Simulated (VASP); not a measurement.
Si2TeS3:

```xyz
6
Lattice="5.7234 0.0000 0.0000 -2.8617 4.9566 0.0000 0.0000 0.0000 4.6535" Properties=species:S:1:pos:R:3 pbc="T T T"
Si    0.0000    3.3044    0.0000
Si    2.8617    1.6522    0.0000
Te    0.0000    0.0000    0.0000
S     2.8617    0.0000    2.3268
S    -1.4308    2.4783    2.3268
S     1.4308    2.4783    2.3268
```

The cell was generated, and may not be a known phase.

```yaml
Program: VASP 6.6.1
Task: relaxation of cell and atoms
Functional: PBE
Potentials_or_basis: VASP PAW PBE potentials, release 64 (Si, Te, S)
Cutoff: 600 eV
k_mesh: 6 × 6 × 4
Occupations: gaussian, width 0.1 eV
Spin: no spin polarisation
```

At the start: pressure -6.9 GPa; volume 22.00 Å³/atom.

Q: Where does the relaxation end?

A: Over 10 steps the energy falls by 94.4 meV/atom and the volume is 19.09 Å³/atom (-13.2 %); space group P6/mmm (No. 191, to 0.1 Å) before and after.

Step by step:
```csv
step,energy change (eV),largest force (eV/Å),pressure (GPa),volume (Å³)
1,0.0000,0.0000,-6.86,132.01
2,-0.5014,0.0000,-1.03,114.81
3,-0.5110,0.0000,0.08,112.66
4,-0.5111,0.0000,0.28,112.30
5,-0.5234,0.0000,0.24,112.44
6,-0.5570,0.0000,0.44,112.80
7,-0.5341,0.0000,1.57,113.16
8,-0.5623,0.0000,0.80,112.96
9,-0.5620,0.0000,-0.84,116.26
10,-0.5664,0.0000,-0.02,114.56
```

Final structure:
```
Si Te S
1.0
     5.26712    0.00000    0.00000
    -2.63356    4.56146    0.00000
     0.00000    0.00000    4.76837
Si Te S
2 1 3
Direct
  0.33333 0.66667 0.00000
  0.66667 0.33333 0.00000
  0.00000 0.00000 0.00000
  0.50000 0.00000 0.50000
  0.00000 0.50000 0.50000
  0.50000 0.50000 0.50000
```
